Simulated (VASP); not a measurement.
# Os (Fd-3m) in VASP: single point with RPBE

Aim: the single point of Os with RPBE.

Program: VASP 6.6.1. These are calculated values, not measurements. Logs are shortened: lines on timing, memory, paths and dates and some standing lists are left out, and cuts for length are marked.

### Step 1. The cell of the first run

Symmetry: Fd-3m, No. 227, cubic system. The conventional cell has a = 5.505 Å, b = 5.505 Å, c = 5.505 Å, α = 90.00°, β = 90.00°, γ = 90.00°. Os (site symmetry -43m) has 4 Os at 2.38 Å within 3.1 Å.

This isn't the form of Os at room conditions, which is hcp.

### Step 2. Single point, RPBE (20.86 Å³/atom)

File INCAR:

```
SYSTEM = Os
ALGO = Normal ; EDIFF = 1E-6
ENCUT = 560 ; GGA = RP
GGA_COMPAT = .False. ; ISIF = 2
ISMEAR = -1 ; LASPH = .True.
LCHARG = .False. ; LREAL = .False.
LWAVE = .False. ; NBANDS = 23
NELM = 120 ; PREC = Accurate
SIGMA = 0.1
```

File KPOINTS:

```
k-points
0
Gamma
  11 11 11
  0 0 0
```

File POSCAR:

```
Os
1.0
    0.0000000000      2.7525964663      2.7525964663
    2.7525964663      0.0000000000      2.7525964663
    2.7525964663      2.7525964663      0.0000000000
Os
2
Direct
    0.1250000000      0.1250000000      0.1250000000
    0.8750000000      0.8750000000      0.8750000000
```

Potentials or basis: VASP PAW PBE potentials, release 64 (Os_sv_GW).

Launch:

```bash
$ cat potpaw_PBE.64/Os_sv_GW/POTCAR > POTCAR
$ mpirun -np 1 vasp_std > vasp.out
```

OUTCAR:

```text
SYSTEM = Os
   EDIFF = 1E-6
   ENCUT = 560
   GGA = RP
   ISIF = 2
   ISMEAR = -1
   LASPH = .True.
   LREAL = .False.
   NELM = 120
   PREC = Accurate

 ion  position               nearest neighbor table
   1  0.125  0.125  0.125-   2 2.38   2 2.38   2 2.38   2 2.38
   2  0.875  0.875  0.875-   1 2.38   1 2.38   1 2.38   1 2.38

  LATTYP: Found a face centered cubic cell.
 ALAT       =     5.5051929326

  Lattice vectors:

 A1 = (   0.0000000000,   2.7525964663,   2.7525964663)
 A2 = (   2.7525964663,   0.0000000000,   2.7525964663)
 A3 = (   2.7525964663,   2.7525964663,   0.0000000000)

Analysis of symmetry for initial positions (statically):
=====================================================================
 Subroutine PRICEL returns:
 Original cell was already a primitive cell.

 Routine SETGRP: Setting up the symmetry group for a
 face centered cubic supercell.

 Subroutine GETGRP returns: Found 48 space group operations
 (whereof 12 operations were pure point group operations)
 out of a pool of 48 trial point group operations.

The static configuration has the point symmetry D_3d.
 The point group associated with its full space group is O_h .

Analysis of symmetry for dynamics (positions and initial velocities):
=====================================================================
 Subroutine PRICEL returns:
 Original cell was already a primitive cell.

 Routine SETGRP: Setting up the symmetry group for a
 face centered cubic supercell.

 Subroutine GETGRP returns: Found 48 space group operations
 (whereof 12 operations were pure point group operations)
 out of a pool of 48 trial point group operations.

The dynamic configuration has the point symmetry D_3d.
 The point group associated with its full space group is O_h .

 Subroutine INISYM returns: Found 48 space group operations
 (whereof 12 operations are pure point group operations),
 and found     1 'primitive' translations

----------------------------------------------------------------------------------------

                                     Primitive cell

  volume of cell :      41.7117

  direct lattice vectors                    reciprocal lattice vectors
     0.000000000  2.752596466  2.752596466    -0.181646677  0.181646677  0.181646677
     2.752596466  0.000000000  2.752596466     0.181646677 -0.181646677  0.181646677
     2.752596466  2.752596466  0.000000000     0.181646677  0.181646677 -0.181646677

  length of vectors
     3.892759254  3.892759254  3.892759254     0.314621273  0.314621273  0.314621273

  position of ions in fractional coordinates (direct lattice)
     0.125000000  0.125000000  0.125000000
     0.875000000  0.875000000  0.875000000

  ion indices of the primitive-cell ions
   primitive index   ion index
                 1           1
                 2           2

----------------------------------------------------------------------------------------

 KPOINTS: k-points

Automatic generation of k-mesh.
 Grid dimensions read from file:
 generate k-points for:   11   11   11

 Generating k-lattice:

  Cartesian coordinates                     Fractional coordinates (reciprocal lattice)
    -0.016513334  0.016513334  0.016513334     0.090909091  0.000000000  0.000000000
     0.016513334 -0.016513334  0.016513334     0.000000000  0.090909091  0.000000000
     0.016513334  0.016513334 -0.016513334     0.000000000  0.000000000  0.090909091

  Length of vectors
     0.028601934  0.028601934  0.028601934

  Shift w.r.t. Gamma in fractional coordinates (k-lattice)
     0.000000000  0.000000000  0.000000000

 Subroutine IBZKPT returns following result:
 ===========================================

 Found     56 irreducible k-points:

 Following reciprocal coordinates:
            Coordinates               Weight
  0.000000  0.000000  0.000000      1.000000
  0.090909  0.000000  0.000000      8.000000
  0.181818  0.000000  0.000000      8.000000
  0.272727  0.000000  0.000000      8.000000
  0.363636  0.000000  0.000000      8.000000
  0.454545  0.000000  0.000000      8.000000
[... 16 lines left out ...]
 -0.272727  0.181818  0.000000     24.000000
 -0.181818  0.181818  0.000000     12.000000
 [... further k-points ...]
   k-points           NKPTS =     56   k-points in BZ     NKDIM =     56   number of bands    NBANDS=     23
   number of dos      NEDOS =    301   number of ions     NIONS =      2
   total plane-waves  NPLWV =  27000
   dimension x,y,z NGX =    30 NGY =   30 NGZ =   30
   dimension x,y,z NGXF=    60 NGYF=   60 NGZF=   60
   ions per type =               2
   NGX,Y,Z   is equivalent  to a cutoff of  12.81, 12.81, 12.81 a.u.
   NGXF,Y,Z  is equivalent  to a cutoff of  25.62, 25.62, 25.62 a.u.
 SYSTEM =  Os
   PREC   = accura    normal or accurate (medium, high low for compatibility)
   ISTART =      0    job   : 0-new  1-cont  2-samecut
   ICHARG =      2    charge: 1-file 2-atom 10-const
   ISPIN  =      1    spin polarized calculation?
   LNONCOLLINEAR =      F non collinear calculations
   LSORBIT =      F    spin-orbit coupling
   LASPH  =      T    aspherical Exc in radial PAW
   ENCUT  =  560.0 eV  41.16 Ry    6.42 a.u.   7.51  7.51  7.51*2*pi/ulx,y,z
   NELM   =    120;   NELMIN=  2; NELMDL= -5     # of ELM steps
   EDIFF  = 0.1E-05   stopping-criterion for ELM
   LREAL  =      F    real-space projection
   EDIFFG = 0.1E-04   stopping-criterion for IOM
   NSW    =      0    number of steps for IOM
   IBRION =     -1    ionic relax: 0-MD 1-quasi-New 2-CG
   NFREE  =      0    steps in history (QN), initial steepest desc. (CG)
   ISIF   =      2    stress and relaxation
   ISYM   =      2    0-nonsym 1-usesym 2-fastsym
   POTIM  = 0.5000    time-step for ionic-motion
   TEBEG  =    0.0;   TEEND  =   0.0 temperature during run
   PSTRESS=    0.0 pullay stress
   NELECT =      32.0000    total number of electrons
   NUPDOWN=      -1.0000    fix difference up-down
   EMIN   =  10.00;   EMAX   =-10.00  energy-range for DOS
   EFERMI =   0.00;   METHOD = LEGACY
   ISMEAR =    -1;   SIGMA  =   0.10  broadening in eV -4-tet -1-fermi 0-gaus
   EFERMI_NEDOS =   21; number of points for ismear=-14 and -15
   IALGO  =     38    algorithm
   IMIX   =      4    mixing-type and parameters
     AMIX     =   0.40;   BMIX     =  1.00
     AMIX_MAG =   1.60;   BMIX_MAG =  1.00
  volume/ion in A,a.u.               =      20.86       140.74
  Fermi-wavevector in a.u.,A,eV,Ry     =   1.498669  2.832073 30.558789  2.246008
  Thomas-Fermi vector in A             =   2.610398
   LORBIT       =      0    0 simple, 1 ext, 2 COOP (PROOUT), +10 PAW based schemes
   GGA     = RP    functional components
   LHFCALC =     F    Hartree Fock is set to
   AEXX    =    0.0000 exact exchange contribution
   IVDW    =     0    specifies the selected vdW correction
   LEPSILON=     F    determine dielectric tensor
   LRPA    =     F    only Hartree local field effects (RPA)
 non-spin polarized calculation
  energy-cutoff  :      560.00
  volume of cell :       41.71
 maximum number of plane-waves:      1275
 NGX is ok and might be reduce to    30
   NGX = 15   NGY = 15   NGZ = 15

 number of electron      31.9999997 magnetization

 Free energy of the ion-electron system (eV)
  ---------------------------------------------------
  ext. energy  EPLUGINS =         0.00000000
  ---------------------------------------------------
  free energy    TOTEN  =       -20.88670947 eV

  energy without entropy =      -20.82934918  energy(sigma->0) =      -20.85802933

 E-fermi :   7.6728     XC(G=0): -11.6466

 val. band max:        7.6667173910   @ k =   0.4545   0.3636   0.0909
 cond. band min:       7.6790204269   @ k =   0.4545   0.2727   0.0909
 fundamental gap:      0.0123030358
 Fermi energy:         7.6728315219

 k-point     1 :       0.0000    0.0000    0.0000
  band No.  band energies     occupation
      1     -78.6683      2.00000
      2     -78.3473      2.00000
      3     -38.4088      2.00000
      4     -38.4088      2.00000
      5     -38.4088      2.00000
      6     -37.4856      2.00000
[... 15 lines left out ...]
     22      20.3368      0.00000
     23      20.3368      0.00000

 k-point     2 :       0.0909    0.0000    0.0000
  band No.  band energies     occupation
      1     -78.6637      2.00000
      2     -78.3525      2.00000
      3     -38.4173      2.00000
      4     -38.4173      2.00000
      5     -38.4071      2.00000
      6     -37.4887      2.00000
[... 15 lines left out ...]
     22      20.3442      0.00000
     23      20.3442      0.00000

 k-point     3 :       0.1818    0.0000    0.0000
  band No.  band energies     occupation
      1     -78.6502      2.00000
      2     -78.3668      2.00000
      3     -38.4396      2.00000
      4     -38.4396      2.00000
      5     -38.4016      2.00000
      6     -37.4961      2.00000
[... 15 lines left out ...]
     22      19.8854      0.00000
     23      19.8854      0.00000

 k-point     4 :       0.2727    0.0000    0.0000
  band No.  band energies     occupation
      1     -78.6298      2.00000
      2     -78.3872      2.00000
      3     -38.4666      2.00000
      4     -38.4666      2.00000
      5     -38.3938      2.00000
      6     -37.5049      2.00000
[... 15 lines left out ...]
     22      18.9120      0.00000
     23      18.9120      0.00000

 k-point     5 :       0.3636    0.0000    0.0000
  band No.  band energies     occupation
      1     -78.6075      2.00000
      2     -78.4103      2.00000
      3     -38.4909      2.00000
      4     -38.4909      2.00000
      5     -38.3875      2.00000
      6     -37.5132      2.00000
[... 434 lines left out ...]
 k-point    22 :      -0.3636    0.1818    0.0000
  band No.  band energies     occupation
      1     -78.5799      2.00000
      2     -78.4382      2.00000
      3     -38.5823      2.00000
      4     -38.5180      2.00000
      5     -38.2598      2.00000
      6     -37.6401      2.00000
[... 15 lines left out ...]
     22      16.6783      0.00000
     23      18.4215      0.00000

 k-point    23 :      -0.2727    0.1818    0.0000
  band No.  band energies     occupation
      1     -78.6002      2.00000
      2     -78.4178      2.00000
      3     -38.5630      2.00000
      4     -38.4930      2.00000
      5     -38.2939      2.00000
      6     -37.6055      2.00000
[... 15 lines left out ...]
     22      17.8332      0.00000
     23      18.4641      0.00000

 k-point    24 :      -0.1818    0.1818    0.0000
  band No.  band energies     occupation
      1     -78.6223      2.00000
      2     -78.3951      2.00000
      3     -38.5265      2.00000
      4     -38.4656      2.00000
      5     -38.3359      2.00000
      6     -37.5627      2.00000
[... 15 lines left out ...]
     22      18.4385      0.00000
     23      19.1904      0.00000

 [... further k-points ...]

------------------------ aborting loop because EDIFF is reached ----------------------------------------

  FORCE on cell =-STRESS in cart. coord.  units (eV):
  Direction    XX          YY          ZZ          XY          YZ          ZX
  --------------------------------------------------------------------------------------
  -------------------------------------------------------------------------------------
  Total        2.1160369      2.1160369      2.1160369      0.0000000      0.0000000     -0.0000000
  in kB       81.2785934     81.2785934     81.2785934      0.0000000      0.0000000     -0.0000000
  external PRESSURE =      81.2785934 kB  Pullay stress =       0.0000000 kB

 VOLUME and BASIS-vectors are now :
 -----------------------------------------------------------------------------
  energy-cutoff  :      560.00
  volume of cell :       41.71
      direct lattice vectors                 reciprocal lattice vectors
     0.000000000  2.752596466  2.752596466    -0.181646677  0.181646677  0.181646677
     2.752596466  0.000000000  2.752596466     0.181646677 -0.181646677  0.181646677
     2.752596466  2.752596466  0.000000000     0.181646677  0.181646677 -0.181646677

 POSITION                                       TOTAL-FORCE (eV/Angst)
 -----------------------------------------------------------------------------------
      0.68815      0.68815      0.68815        -0.000000     -0.000000     -0.000000
      4.81704      4.81704      4.81704         0.000000      0.000000      0.000000
 -----------------------------------------------------------------------------------
    total drift:                               -0.000000      0.000000      0.000000

  FREE ENERGIE OF THE ION-ELECTRON SYSTEM (eV)
  ---------------------------------------------------
  free  energy   TOTEN  =       -20.8867094705 eV

  energy  without entropy=      -20.8293491810  energy(sigma->0) =      -20.85802933
```

It took 70 s on 1 thread of AMD EPYC 7R43 (Zen 3), shared host; peak memory 0.17 GiB.

Results:

```
Free energy            : -20.8867 eV
Pressure               : 8.1 GPa
Band gap on the k mesh : zero (bands 16 and 17 overlap by 1.02 eV)
```

Levels at points of the mesh, in eV from the Fermi level:
```
           k point  band 13  band 14  band 15  band 16  band 17  band 18  band 19  band 20
(0.00, 0.00, 0.00)    -3.64    -3.64    -0.55    -0.55    -0.55     2.64     2.64    11.27
```

Caveat: the cell stands under pressure; the PAW data sets were made with another functional, which shifts forces and pressure a little; spin-orbit coupling is left out, which moves the levels of the heavy elements.
